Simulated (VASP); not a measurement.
GaP: single point with PBEsol

Crystal: GaP.

```
Ga P
1.0
     0.00000    2.55854    2.55854
     2.55854    0.00000    2.55854
     2.55854    2.55854    0.00000
Ga P
1 1
Direct
  0.00000 0.00000 0.00000
  0.50000 0.50000 0.50000
```

```
Program             : VASP 6.6.1
Task                : single point
Functional          : PBEsol
Potentials or basis : VASP PAW PBE potentials, release 64 (Ga_d, P)
Cutoff              : 500 eV
k mesh              : 6 × 6 × 6
Occupations         : fermi-dirac, width 0.02 eV
Spin                : no spin polarisation
```

* Pressure: -1.6 GPa
* Band gap on the k mesh: zero (band 9 reaches 7.19 eV, above the bottom of band 10 at 3.85 eV)

Levels at points of the mesh, in eV from the Fermi level:
| k point | band 7 | band 8 | band 9 | band 10 | band 11 | band 12 |
| --- | --- | --- | --- | --- | --- | --- |
| (0.00, 0.00, 0.00) | -0.03 | -0.03 | -0.03 | 1.62 | 7.00 | 7.00 |
| (0.50, 0.00, 0.00) | -8.03 | 0.16 | 0.16 | 2.93 | 2.93 | 3.07 |
| (0.50, 0.50, 0.00) | -6.08 | -3.19 | -2.79 | -2.79 | 3.20 | 11.05 |

It took 17 s on 1 thread of AMD EPYC 7R13 (shared host), peak memory 0.12 GiB.

Caveat: the PAW data sets were made with another functional, which shifts forces and pressure a little.
